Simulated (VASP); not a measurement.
Co: single point with PBE

The system is Co.

```
CELL_PARAMETERS angstrom
2.50255 0.00000 0.00000
-1.25128 2.16728 0.00000
0.00000 0.00000 4.06178
ATOMIC_POSITIONS crystal
Co 0.33333 0.66667 0.25000
Co 0.66667 0.33333 0.75000
```

```json
{
 "Program": "VASP 6.6.1",
 "Task": "single point",
 "Functional": "PBE",
 "Potentials or basis": "VASP PAW PBE potentials, release 64 (Co)",
 "Cutoff": "520 eV",
 "k mesh": "6 × 6 × 4",
 "Occupations": "gaussian, width 0.1 eV",
 "Spin": "non-collinear spin, typed start",
 "Starting moments": "[[0.0, 0.0, 1.723], [-0.09, 0.0, -1.721]] μB"
}
```

| Quantity | Value |
| --- | --- |
| Pressure | -8.6 GPa |
| Band gap on the k mesh | zero (bands 18 and 19 overlap by 1.18 eV) |
| Net moment | 0.01 μB per cell |
| Valence electrons inside the program's atomic spheres | Co 8.24 |

Stress tensor (GPa, compression positive):
```
-10.96   0.00   0.00
  0.00 -10.97   0.00
  0.00   0.00  -3.83
```

Levels at points of the mesh, in eV from the Fermi level:
| k point | band 15 | band 16 | band 17 | band 18 | band 19 | band 20 | band 21 | band 22 |
| --- | --- | --- | --- | --- | --- | --- | --- | --- |
| (0.00, 0.00, 0.00) | -1.07 | -1.07 | -1.07 | -1.07 | -0.18 | -0.15 | 0.26 | 0.26 |
| (0.50, 0.00, 0.00) | -0.39 | -0.38 | 0.37 | 0.38 | 0.85 | 0.86 | 1.74 | 1.75 |
| (0.00, 0.50, 0.00) | -0.39 | -0.38 | 0.37 | 0.38 | 0.85 | 0.86 | 1.74 | 1.75 |
| (0.50, 0.50, 0.00) | -0.39 | -0.38 | 0.37 | 0.38 | 0.85 | 0.86 | 1.74 | 1.75 |
| (0.00, 0.00, 0.50) | -1.70 | -1.70 | -0.56 | -0.56 | -0.55 | -0.55 | 0.18 | 0.18 |
| (0.50, 0.00, 0.50) | -0.25 | -0.25 | -0.18 | -0.18 | 0.86 | 0.86 | 1.75 | 1.75 |
| (0.00, 0.50, 0.50) | -0.25 | -0.25 | -0.18 | -0.18 | 0.86 | 0.86 | 1.75 | 1.75 |
| (0.50, 0.50, 0.50) | -0.25 | -0.25 | -0.18 | -0.18 | 0.86 | 0.86 | 1.75 | 1.75 |

Moments on the atoms (μB; x, y, z):
```
Co   0.03  0.00  1.07
Co  -0.03  0.00 -1.08
```

It took 8.7 min on 1 thread of Intel Xeon 8259CL, with other jobs on the host, peak memory 0.28 GiB.

Caveat: the k points lie up to 0.48 Å⁻¹ apart, too coarse for converged energies and pressures of a metal.
